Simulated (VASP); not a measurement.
The system is MgTl4.

```xyz
5
Lattice="5.6300 0.0000 0.0000 -2.8150 4.8757 0.0000 0.0000 0.0000 5.5922" Properties=species:S:1:pos:R:3 pbc="T T T"
Mg    0.0000    0.0000    2.7961
Tl    2.8150    0.0000    2.7961
Tl   -1.4075    2.4379    2.7961
Tl    1.4075    2.4379    2.7961
Tl    0.0000    0.0000    0.0000
```

The cell was built from a structure type or drawn by symmetry, and may not be a known phase.

* Program: VASP 6.6.1
* Task: relaxation of cell and atoms
* Functional: PBE
* Potentials or basis: VASP PAW PBE potentials, release 64 (Mg, Tl_d)
* Cutoff: 600 eV
* k mesh: 6 × 6 × 4
* Occupations: gaussian, width 0.1 eV
* Spin: no spin polarisation

At the start: pressure 11.8 GPa; volume 30.70 Å³/atom.

Problem. How do energy, volume and symmetry change on relaxing?

Solution. Over 4 steps the energy falls by 339.9 meV/atom and the volume is 40.09 Å³/atom (+30.6 %); space group P6/mmm (No. 191, to 0.1 Å) before and after.

The path:
```csv
step,energy change (eV),largest force (eV/Å),pressure (GPa),volume (Å³)
1,0.0000,0.0000,11.81,153.51
2,-1.6762,0.0000,-0.60,208.42
3,-1.6984,0.0000,0.20,198.65
4,-1.6995,0.0000,0.03,200.44
```

Final structure:
```
Mg Tl
1.0
     6.38010    0.00000    0.00000
    -3.19005    5.52533    0.00000
     0.00000    0.00000    5.68598
Mg Tl
1 4
Direct
  0.00000 0.00000 0.50000
  0.50000 0.00000 0.50000
  0.00000 0.50000 0.50000
  0.50000 0.50000 0.50000
  0.00000 0.00000 0.00000
```

Caveat: the volume moved by over 15 % at a fixed basis, so the end points are rough.
